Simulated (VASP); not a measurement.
Set up this calculation in VASP 6.6.1, as the native input.

| Item | Value |
| --- | --- |
| Task | single point |
| Functional | PBE |
| Dispersion | D4 |
| Potentials or basis | VASP PAW PBE potentials, release 64 (Sb) |
| Cutoff | 520 eV |
| k mesh | 10 × 10 × 10 |
| Occupations | fermi-dirac, width 0.05 eV |
| Spin | no spin polarisation |
| Dipole correction | no |
| Further INCAR settings | ALGO = Normal; EDIFF = 1e-06; NBANDS = 8 |

The structure of Sb lies in POSCAR:

```
Sb
1.0
   -1.8713408863      1.8713408863      1.8713408863
    1.8713408863     -1.8713408863      1.8713408863
    1.8713408863      1.8713408863     -1.8713408863
Sb
1
Direct
    0.0000000000      0.0000000000      0.0000000000
```

One way to write it, as run:

INCAR

```
SYSTEM = Sb
PREC     = Accurate       ! precision mode
ENCUT    = 520            ! plane-wave cutoff, eV
EDIFF    = 1E-6           ! SCF threshold, eV
ISMEAR   = -1             ! smearing method
SIGMA    = 0.05           ! smearing width, eV
LREAL    = .FALSE.        ! projectors in reciprocal space
LASPH    = .TRUE.         ! aspherical terms in the spheres
NELM     = 100            ! most SCF steps
ALGO     = Normal         ! electronic algorithm
ISIF     = 2              ! what is computed and relaxed
LWAVE    = .FALSE.        ! write WAVECAR
LCHARG   = .FALSE.        ! write CHGCAR
GGA      = PE             ! functional
IVDW     = 13             ! dispersion correction
NBANDS   = 8              ! bands
```

KPOINTS

```
Automatic mesh
0
G
  10 10 10
  0 0 0
```

Potentials or basis: VASP PAW PBE potentials, release 64 (Sb).

The run is started by

```sh
$ cat potpaw_PBE.64/Sb/POTCAR > POTCAR
$ mpirun -np 1 vasp_std > vasp.out
```

It gave:

The pressure is -0.2 GPa. The dispersion energy per atom is -0.577 eV.

Caveat: pairwise dispersion overbinds metals, which lowers pressure and volume.

Run time: 4.4 s on 1 thread of Intel(R) Xeon(R) Platinum 8259CL CPU @ 2.50GHz (Skylake/Cascade Lake), on a shared host, peak memory 0.14 GiB.
